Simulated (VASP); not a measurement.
A run of VASP 6.6.1:

Contents of POSCAR:

```
ErTi2P2
1.0
    0.0000000000      3.9252798800      0.0000000000
    3.9252798800      0.0000000000      0.0000000000
    1.9626394400      1.9626394400     -4.7482153800
Ti Er P
2 1 2
Direct
    0.7500000000      0.2500000000      0.5000000000
    0.2500000000      0.7500000000      0.5000000000
    0.0000000000      0.0000000000      0.0000000000
    0.3760000000      0.3760000000      0.2480000000
    0.6240000000      0.6240000000      0.7520000000
```

Contents of INCAR.step1:

```
ALGO     = Normal         # electronic algorithm
EDIFF    = 1E-6           # SCF threshold, eV
ENCUT    = 520            # plane-wave cutoff, eV
GGA      = PE             # functional
ISIF     = 2              # what is computed and relaxed
ISMEAR   = -1             # smearing method
ISPIN    = 2              # spin polarisation
ISYM     = 0            
LASPH    = True           # aspherical terms in the spheres
LCHARG   = True           # write CHGCAR
LDAU     = True           # DFT+U
LDAUJ    = 0 0 0        
LDAUL    = 2 3 -1         # shell
LDAUPRINT= 1            
LDAUTYPE = 2            
LDAUU    = 5.37 5.46 0    # U, eV
LMAXMIX  = 6              # l up to which the mixer works
LREAL    = False          # projectors in reciprocal space
LWAVE    = False          # write WAVECAR
MAGMOM   = 1 1 3 0 0      # initial moments
NBANDS   = 40             # bands
NELM     = 150            # most SCF steps
PREC     = Accurate       # precision mode
SIGMA    = 0.1            # smearing width, eV
```

Contents of KPOINTS.step1:

```
Automatic mesh
0
Gamma
  5 5 4
  0.5 0.5 0
```

File INCAR.step2:

```
ALGO     = Normal         # electronic algorithm
EDIFF    = 1E-6           # SCF threshold, eV
ENCUT    = 520            # plane-wave cutoff, eV
GGA      = PE             # functional
ICHARG   = 11             # starting density
ISIF     = 2              # what is computed and relaxed
ISMEAR   = -5             # smearing method
ISPIN    = 2              # spin polarisation
ISYM     = 0            
LASPH    = True           # aspherical terms in the spheres
LCHARG   = False          # write CHGCAR
LDAU     = True           # DFT+U
LDAUJ    = 0 0 0        
LDAUL    = 2 3 -1         # shell
LDAUPRINT= 1            
LDAUTYPE = 2            
LDAUU    = 5.37 5.46 0    # U, eV
LMAXMIX  = 6              # l up to which the mixer works
LORBIT   = 11             # projections on sites
LREAL    = False          # projectors in reciprocal space
LWAVE    = False          # write WAVECAR
MAGMOM   = 1 1 3 0 0      # initial moments
NBANDS   = 40             # bands
NEDOS    = 1001           # points of the DOS
NELM     = 150            # most SCF steps
PREC     = Accurate       # precision mode
SIGMA    = 0.1            # smearing width, eV
```

File KPOINTS.step2:

```
k-points
0
Gamma
  8 8 6
```

Potentials or basis: VASP PAW PBE potentials, release 64 (Ti_sv, Er, P).

Launch:

```console
$ cat potpaw_PBE.64/Ti_sv/POTCAR potpaw_PBE.64/Er/POTCAR potpaw_PBE.64/P/POTCAR > POTCAR
$ cp INCAR.step1 INCAR
$ cp KPOINTS.step1 KPOINTS
$ mpirun -np 1 vasp_std > vasp.out
$ cp INCAR.step2 INCAR
$ cp KPOINTS.step2 KPOINTS
$ mpirun -np 1 vasp_std > vasp.out
```

Hardware: 1 thread of Intel(R) Xeon(R) 6975P-C (Granite Rapids), with other jobs on the host.

How long does it take, and how much memory?

Run time: 42 min on 1 thread of Intel(R) Xeon(R) 6975P-C (Granite Rapids), on a shared host, peak memory 0.89 GiB. Counts: k points 196.
